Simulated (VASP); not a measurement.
# CdO (rock salt type) (Fm-3m) in VASP: notebook

CdO (rock salt type) is run at these levels: PBE; tasks: single point.

Everything below comes from runs of VASP 6.6.1. Logs are shortened: lines on timing, memory, paths and dates and some standing lists are left out, and cuts for length are marked.

**1. The cell of the first run**

Symmetry: Fm-3m, No. 225, cubic system. The conventional cell has a = 4.830 Å, b = 4.830 Å, c = 4.830 Å, α = 90.00°, β = 90.00°, γ = 90.00°. Within 3.2 Å of Cd (site symmetry m-3m) lie 6 O at 2.42 Å. Within 3.2 Å of O (site symmetry m-3m) lie 6 Cd at 2.42 Å.

**2. Single point, PBE**

Input file INCAR:

```
  PREC = Accurate
  ENCUT = 600
  EDIFF = 1E-6
  ISMEAR = -1
  SIGMA = 0.06122561905347299
  LREAL = F
  LASPH = T
  NELM = 120
  ALGO = Normal
  ISIF = 2
  LWAVE = F
  LCHARG = F
  GGA = PE
  NBANDS = 16
  GGA_COMPAT = F
```

Input file KPOINTS:

```
Automatic mesh
0
Gamma
  39 39 39
```

Input file POSCAR:

```
CdO
1.0
    0.0000000000      2.4151744359      2.4151744359
    2.4151744359      0.0000000000      2.4151744359
    2.4151744359      2.4151744359      0.0000000000
Cd O
1 1
Direct
    0.0000000000      0.0000000000      0.0000000000
    0.5000000000      0.5000000000      0.5000000000
```

Potentials or basis: VASP PAW PBE potentials, release 64 (Cd, O).

Launch:

```sh
> cat potpaw_PBE.64/Cd/POTCAR potpaw_PBE.64/O/POTCAR > POTCAR
> mpirun -np 1 vasp_std > vasp.out
```

OUTCAR:

```text
PREC = Accurate
   ENCUT = 600
   EDIFF = 1E-6
   ISMEAR = -1
   LREAL = F
   LASPH = T
   NELM = 120
   ISIF = 2
   GGA = PE

 ion  position               nearest neighbor table
   1  0.000  0.000  0.000-   2 2.42   2 2.42   2 2.42   2 2.42   2 2.42   2 2.42
   2  0.500  0.500  0.500-   1 2.42   1 2.42   1 2.42   1 2.42   1 2.42   1 2.42

  LATTYP: Found a face centered cubic cell.
 ALAT       =     4.8303488718

  Lattice vectors:

 A1 = (   0.0000000000,   2.4151744359,   2.4151744359)
 A2 = (   2.4151744359,   0.0000000000,   2.4151744359)
 A3 = (   2.4151744359,   2.4151744359,   0.0000000000)

Analysis of symmetry for initial positions (statically):
=====================================================================
 Subroutine PRICEL returns:
 Original cell was already a primitive cell.

 Routine SETGRP: Setting up the symmetry group for a
 face centered cubic supercell.

 Subroutine GETGRP returns: Found 48 space group operations
 (whereof 48 operations were pure point group operations)
 out of a pool of 48 trial point group operations.

The static configuration has the point symmetry O_h .

Analysis of symmetry for dynamics (positions and initial velocities):
=====================================================================
 Subroutine PRICEL returns:
 Original cell was already a primitive cell.

 Routine SETGRP: Setting up the symmetry group for a
 face centered cubic supercell.

 Subroutine GETGRP returns: Found 48 space group operations
 (whereof 48 operations were pure point group operations)
 out of a pool of 48 trial point group operations.

The dynamic configuration has the point symmetry O_h .

 Subroutine INISYM returns: Found 48 space group operations
 (whereof 48 operations are pure point group operations),
 and found     1 'primitive' translations

----------------------------------------------------------------------------------------

                                     Primitive cell

  volume of cell :      28.1758

  direct lattice vectors                    reciprocal lattice vectors
     0.000000000  2.415174436  2.415174436    -0.207024384  0.207024384  0.207024384
     2.415174436  0.000000000  2.415174436     0.207024384 -0.207024384  0.207024384
     2.415174436  2.415174436  0.000000000     0.207024384  0.207024384 -0.207024384

  length of vectors
     3.415572443  3.415572443  3.415572443     0.358576752  0.358576752  0.358576752

  position of ions in fractional coordinates (direct lattice)
     0.000000000  0.000000000  0.000000000
     0.500000000  0.500000000  0.500000000

  ion indices of the primitive-cell ions
   primitive index   ion index
                 1           1
                 2           2

----------------------------------------------------------------------------------------

 KPOINTS: Automatic mesh

Automatic generation of k-mesh.
 Grid dimensions read from file:
 generate k-points for:   39   39   39

 Generating k-lattice:

  Cartesian coordinates                     Fractional coordinates (reciprocal lattice)
    -0.005308318  0.005308318  0.005308318     0.025641026  0.000000000  0.000000000
     0.005308318 -0.005308318  0.005308318     0.000000000  0.025641026  0.000000000
     0.005308318  0.005308318 -0.005308318     0.000000000  0.000000000  0.025641026

  Length of vectors
     0.009194276  0.009194276  0.009194276

  Shift w.r.t. Gamma in fractional coordinates (k-lattice)
     0.000000000  0.000000000  0.000000000

 Subroutine IBZKPT returns following result:
 ===========================================

 Found   1540 irreducible k-points:

 Following reciprocal coordinates:
            Coordinates               Weight
  0.000000  0.000000  0.000000      1.000000
  0.025641  0.000000  0.000000      8.000000
  0.051282  0.000000  0.000000      8.000000
  0.076923  0.000000  0.000000      8.000000
  0.102564  0.000000  0.000000      8.000000
  0.128205  0.000000  0.000000      8.000000
[... 16 lines left out ...]
  0.076923  0.025641  0.000000     24.000000
  0.102564  0.025641  0.000000     24.000000
 [... further k-points ...]
   k-points           NKPTS =   1540   k-points in BZ     NKDIM =   1540   number of bands    NBANDS=     16
   number of dos      NEDOS =    301   number of ions     NIONS =      2
   total plane-waves  NPLWV =  21952
   dimension x,y,z NGX =    28 NGY =   28 NGZ =   28
   dimension x,y,z NGXF=    56 NGYF=   56 NGZF=   56
   ions per type =               1   1
   NGX,Y,Z   is equivalent  to a cutoff of  13.63, 13.63, 13.63 a.u.
   NGXF,Y,Z  is equivalent  to a cutoff of  27.26, 27.26, 27.26 a.u.
 SYSTEM =  unknown system
   PREC   = accura    normal or accurate (medium, high low for compatibility)
   ISTART =      0    job   : 0-new  1-cont  2-samecut
   ICHARG =      2    charge: 1-file 2-atom 10-const
   ISPIN  =      1    spin polarized calculation?
   LNONCOLLINEAR =      F non collinear calculations
   LSORBIT =      F    spin-orbit coupling
   LASPH  =      T    aspherical Exc in radial PAW
   ENCUT  =  600.0 eV  44.10 Ry    6.64 a.u.   6.82  6.82  6.82*2*pi/ulx,y,z
   NELM   =    120;   NELMIN=  2; NELMDL= -5     # of ELM steps
   EDIFF  = 0.1E-05   stopping-criterion for ELM
   LREAL  =      F    real-space projection
   EDIFFG = 0.1E-04   stopping-criterion for IOM
   NSW    =      0    number of steps for IOM
   IBRION =     -1    ionic relax: 0-MD 1-quasi-New 2-CG
   NFREE  =      0    steps in history (QN), initial steepest desc. (CG)
   ISIF   =      2    stress and relaxation
   ISYM   =      2    0-nonsym 1-usesym 2-fastsym
   POTIM  = 0.5000    time-step for ionic-motion
   TEBEG  =    0.0;   TEEND  =   0.0 temperature during run
   PSTRESS=    0.0 pullay stress
   NELECT =      18.0000    total number of electrons
   NUPDOWN=      -1.0000    fix difference up-down
   EMIN   =  10.00;   EMAX   =-10.00  energy-range for DOS
   EFERMI =   0.00;   METHOD = LEGACY
   ISMEAR =    -1;   SIGMA  =   0.06  broadening in eV -4-tet -1-fermi 0-gaus
   EFERMI_NEDOS =   21; number of points for ismear=-14 and -15
   IALGO  =     38    algorithm
   IMIX   =      4    mixing-type and parameters
     AMIX     =   0.40;   BMIX     =  1.00
     AMIX_MAG =   1.60;   BMIX_MAG =  1.00
  volume/ion in A,a.u.               =      14.09        95.07
  Fermi-wavevector in a.u.,A,eV,Ry     =   1.409961  2.664440 27.048254  1.987991
  Thomas-Fermi vector in A             =   2.531964
   LORBIT       =      0    0 simple, 1 ext, 2 COOP (PROOUT), +10 PAW based schemes
   GGA     = PE    functional components
   LHFCALC =     F    Hartree Fock is set to
   AEXX    =    0.0000 exact exchange contribution
   IVDW    =     0    specifies the selected vdW correction
   LEPSILON=     F    determine dielectric tensor
   LRPA    =     F    only Hartree local field effects (RPA)
 non-spin polarized calculation
  energy-cutoff  :      600.00
  volume of cell :       28.18
 maximum number of plane-waves:       956
   NGX = 13   NGY = 13   NGZ = 13

 number of electron      17.9999999 magnetization

 Free energy of the ion-electron system (eV)
  ---------------------------------------------------
  ext. energy  EPLUGINS =         0.00000000
  ---------------------------------------------------
  free energy    TOTEN  =        -7.72251617 eV

  energy without entropy =       -7.72099351  energy(sigma->0) =       -7.72175484

 E-fermi :   1.4628     XC(G=0): -11.2394

 val. band max:        1.4576853859   @ k =   0.0769   0.0256   0.0000
 cond. band min:       1.5011873316   @ k =   0.0769   0.0000   0.0000
 fundamental gap:      0.0435019457
 Fermi energy:         1.4628143225

 k-point     1 :       0.0000    0.0000    0.0000
  band No.  band energies     occupation
      1     -15.5045      2.00000
      2      -5.2891      2.00000
      3      -5.2891      2.00000
      4      -5.2891      2.00000
      5      -5.0335      2.00000
      6      -5.0335      2.00000
[... 8 lines left out ...]
     15      18.3322      0.00000
     16      18.3322      0.00000

 k-point     2 :       0.0256    0.0000    0.0000
  band No.  band energies     occupation
      1     -15.5007      2.00000
      2      -5.2909      2.00000
      3      -5.2876      2.00000
      4      -5.2876      2.00000
      5      -5.0374      2.00000
      6      -5.0374      2.00000
[... 8 lines left out ...]
     15      18.4129      0.00000
     16      18.4129      0.00000

 k-point     3 :       0.0513    0.0000    0.0000
  band No.  band energies     occupation
      1     -15.4894      2.00000
      2      -5.2962      2.00000
      3      -5.2834      2.00000
      4      -5.2834      2.00000
      5      -5.0486      2.00000
      6      -5.0486      2.00000
[... 8 lines left out ...]
     15      18.5695      0.00000
     16      18.5695      0.00000

 k-point     4 :       0.0769    0.0000    0.0000
  band No.  band energies     occupation
      1     -15.4707      2.00000
      2      -5.3054      2.00000
      3      -5.2777      2.00000
      4      -5.2777      2.00000
      5      -5.0655      2.00000
      6      -5.0655      2.00000
[... 8 lines left out ...]
     15      18.7371      0.00000
     16      18.7371      0.00000

 k-point     5 :       0.1026    0.0000    0.0000
  band No.  band energies     occupation
      1     -15.4451      2.00000
      2      -5.3190      2.00000
      3      -5.2732      2.00000
      4      -5.2732      2.00000
      5      -5.0848      2.00000
      6      -5.0848      2.00000
[... 8 lines left out ...]
     15      18.9058      0.00000
     16      18.9058      0.00000

 k-point     6 :       0.1282    0.0000    0.0000
  band No.  band energies     occupation
      1     -15.4130      2.00000
      2      -5.3378      2.00000
      3      -5.2748      2.00000
      4      -5.2748      2.00000
      5      -5.1007      2.00000
      6      -5.1007      2.00000
[... 8 lines left out ...]
     15      19.0784      0.00000
     16      19.0784      0.00000
[... 267 lines left out ...]
 k-point    21 :       0.0256    0.0256    0.0000
  band No.  band energies     occupation
      1     -15.4995      2.00000
      2      -5.2916      2.00000
      3      -5.2870      2.00000
      4      -5.2870      2.00000
      5      -5.0453      2.00000
      6      -5.0321      2.00000
[... 8 lines left out ...]
     15      18.1408      0.00000
     16      18.6990      0.00000

 k-point    22 :       0.0513    0.0256    0.0000
  band No.  band energies     occupation
      1     -15.4907      2.00000
      2      -5.2956      2.00000
      3      -5.2836      2.00000
      4      -5.2835      2.00000
      5      -5.0606      2.00000
      6      -5.0344      2.00000
[... 8 lines left out ...]
     15      18.1118      0.00000
     16      18.9499      0.00000

 k-point    23 :       0.0769    0.0256    0.0000
  band No.  band energies     occupation
      1     -15.4745      2.00000
      2      -5.3032      2.00000
      3      -5.2782      2.00000
      4      -5.2781      2.00000
      5      -5.0820      2.00000
      6      -5.0433      2.00000
[... 8 lines left out ...]
     15      18.2539      0.00000
     16      19.1632      0.00000

 k-point    24 :       0.1026    0.0256    0.0000
  band No.  band energies     occupation
      1     -15.4512      2.00000
      2      -5.3149      2.00000
      3      -5.2732      2.00000
      4      -5.2728      2.00000
      5      -5.1064      2.00000
      6      -5.0561      2.00000
[... 8 lines left out ...]
     15      18.4154      0.00000
     16      19.3482      0.00000

 [... further k-points ...]
[... 5 lines left out ...]
  --------------------------------------------------------------------------------------
  -------------------------------------------------------------------------------------
  Total       -0.6458311     -0.6458311     -0.6458311      0.0000000      0.0000000     -0.0000000
  in kB      -36.7243407    -36.7243407    -36.7243407      0.0000000      0.0000000     -0.0000000
  external PRESSURE =     -36.7243407 kB  Pullay stress =       0.0000000 kB

 VOLUME and BASIS-vectors are now :
 -----------------------------------------------------------------------------
  energy-cutoff  :      600.00
  volume of cell :       28.18
      direct lattice vectors                 reciprocal lattice vectors
     0.000000000  2.415174436  2.415174436    -0.207024384  0.207024384  0.207024384
     2.415174436  0.000000000  2.415174436     0.207024384 -0.207024384  0.207024384
     2.415174436  2.415174436  0.000000000     0.207024384  0.207024384 -0.207024384

 POSITION                                       TOTAL-FORCE (eV/Angst)
 -----------------------------------------------------------------------------------
      0.00000      0.00000      0.00000        -0.000000      0.000000      0.000000
      2.41517      2.41517      2.41517         0.000000     -0.000000     -0.000000
 -----------------------------------------------------------------------------------
    total drift:                                0.000000      0.000000      0.000000

  FREE ENERGIE OF THE ION-ELECTRON SYSTEM (eV)
  ---------------------------------------------------
  free  energy   TOTEN  =        -7.7225161737 eV

  energy  without entropy=       -7.7209935146  energy(sigma->0) =       -7.72175484
```

It took 6.6 min on 1 thread of AMD EPYC 9R45 (Zen 5), shared host; peak memory 0.83 GiB.

What came out:

| Item | Value |
| --- | --- |
| Free energy | -7.7225 eV |
| Pressure | -3.7 GPa |
| Band gap on the k mesh | zero (bands 9 and 10 overlap by 0.58 eV) |

Caveat: the cell stands under tension; semilocal functionals underestimate gaps, and a narrow one can read as zero.

**3. Single point, PBE**

This run uses another cell than the first one, of 13.28 Å³/atom.

Input file INCAR:

```
SYSTEM = CdO
ALGO     = Normal         ! electronic algorithm
EDIFF    = 1E-6           ! SCF threshold, eV
ENCUT    = 600            ! plane-wave cutoff, eV
GGA      = PE             ! functional
GGA_COMPAT= .False.      
ISIF     = 2              ! what is computed and relaxed
ISMEAR   = -1             ! smearing method
LASPH    = .True.         ! aspherical terms in the spheres
LCHARG   = .False.        ! write CHGCAR
LREAL    = .False.        ! projectors in reciprocal space
LWAVE    = .False.        ! write WAVECAR
NBANDS   = 16             ! bands
NELM     = 120            ! most SCF steps
PREC     = Accurate       ! precision mode
SIGMA    = 0.06122561905347299 ! smearing width, eV
```

Input file KPOINTS:

```
k-points
0
Gamma
  39 39 39
  0 0 0
```

Input file POSCAR:

```
CdO
1.0
    0.0000000000      2.3678058102      2.3678058102
    2.3678058102      0.0000000000      2.3678058102
    2.3678058102      2.3678058102      0.0000000000
Cd O
1 1
Direct
    0.0000000000      0.0000000000      0.0000000000
    0.5000000000      0.5000000000      0.5000000000
```

Potentials or basis: VASP PAW PBE potentials, release 64 (Cd, O).

Launch:

```sh
> cat potpaw_PBE.64/Cd/POTCAR potpaw_PBE.64/O/POTCAR > POTCAR
> mpirun -np 1 vasp_std > vasp.out
```

OUTCAR:

```text
SYSTEM = CdO
   EDIFF = 1E-6
   ENCUT = 600
   GGA = PE
   ISIF = 2
   ISMEAR = -1
   LASPH = .True.
   LREAL = .False.
   NELM = 120
   PREC = Accurate

 ion  position               nearest neighbor table
   1  0.000  0.000  0.000-   2 2.37   2 2.37   2 2.37   2 2.37   2 2.37   2 2.37
   2  0.500  0.500  0.500-   1 2.37   1 2.37   1 2.37   1 2.37   1 2.37   1 2.37

  LATTYP: Found a face centered cubic cell.
 ALAT       =     4.7356116204

  Lattice vectors:

 A1 = (   0.0000000000,   2.3678058102,   2.3678058102)
 A2 = (   2.3678058102,   0.0000000000,   2.3678058102)
 A3 = (   2.3678058102,   2.3678058102,   0.0000000000)

Analysis of symmetry for initial positions (statically):
=====================================================================
 Subroutine PRICEL returns:
 Original cell was already a primitive cell.

 Routine SETGRP: Setting up the symmetry group for a
 face centered cubic supercell.

 Subroutine GETGRP returns: Found 48 space group operations
 (whereof 48 operations were pure point group operations)
 out of a pool of 48 trial point group operations.

The static configuration has the point symmetry O_h .

Analysis of symmetry for dynamics (positions and initial velocities):
[... 155 lines left out ...]

  energy without entropy =       -7.71957035  energy(sigma->0) =       -7.72021375

 E-fermi :   1.9860     XC(G=0): -11.5680

 val. band max:        1.9659397638   @ k =   0.0769   0.0513   0.0256
 cond. band min:       2.0398670481   @ k =   0.0769   0.0256   0.0000
 fundamental gap:      0.0739272843
 Fermi energy:         1.9860071750

 k-point     1 :       0.0000    0.0000    0.0000
  band No.  band energies     occupation
      1     -15.3789      2.00000
      2      -4.8448      2.00000
      3      -4.8448      2.00000
      4      -4.8448      2.00000
      5      -4.5537      2.00000
      6      -4.5537      2.00000
[... 433 lines left out ...]
      3      -4.8283      2.00000
      4      -4.8273      2.00000
      5      -4.6448      2.00000
      6      -4.5827      2.00000
[... 8 lines left out ...]
     15      19.4857      0.00000
     16      20.5367      0.00000

 [... further k-points ...]
[... 5 lines left out ...]
  --------------------------------------------------------------------------------------
  -------------------------------------------------------------------------------------
  Total        0.6303413      0.6303413      0.6303413     -0.0000000     -0.0000000      0.0000000
  in kB       38.0380393     38.0380393     38.0380393     -0.0000000     -0.0000000      0.0000000
  external PRESSURE =      38.0380393 kB  Pullay stress =       0.0000000 kB

 VOLUME and BASIS-vectors are now :
 -----------------------------------------------------------------------------
  energy-cutoff  :      600.00
  volume of cell :       26.55
      direct lattice vectors                 reciprocal lattice vectors
     0.000000000  2.367805810  2.367805810    -0.211165965  0.211165965  0.211165965
     2.367805810  0.000000000  2.367805810     0.211165965 -0.211165965  0.211165965
     2.367805810  2.367805810  0.000000000     0.211165965  0.211165965 -0.211165965

 POSITION                                       TOTAL-FORCE (eV/Angst)
 -----------------------------------------------------------------------------------
      0.00000      0.00000      0.00000        -0.000000     -0.000000     -0.000000
      2.36781      2.36781      2.36781         0.000000      0.000000      0.000000
 -----------------------------------------------------------------------------------
    total drift:                                0.000000      0.000000      0.000000

  FREE ENERGIE OF THE ION-ELECTRON SYSTEM (eV)
  ---------------------------------------------------
  free  energy   TOTEN  =        -7.7208571521 eV

  energy  without entropy=       -7.7195703460  energy(sigma->0) =       -7.72021375
```

stdout:

```text
POSCAR found type information on POSCAR CdO
 POSCAR found :  2 types and       2 ions
 scaLAPACK will be used
 LDA part: xc-table for (Slater+PW92), standard interpolation
 POSCAR, INCAR and KPOINTS ok, starting setup
 FFT: planning ... GRIDC
 FFT: planning ... GRID_SOFT
 FFT: planning ... GRID
 WAVECAR not read
 entering main loop
```

Run time: 10 min. Hardware: 1 thread of Intel Xeon Platinum 8259CL at 2.50GHz (Skylake/Cascade Lake), shared host; peak memory 0.83 GiB.

What came out:

* Free energy: -7.7209 eV
* Pressure: 3.8 GPa
* Band gap on the k mesh: zero (bands 9 and 10 overlap by 0.47 eV)

Caveat: the cell stands under pressure; semilocal functionals underestimate gaps, and a narrow one can read as zero.

The gap in the log of VASP goes by the Fermi energy; the results here count the filled bands.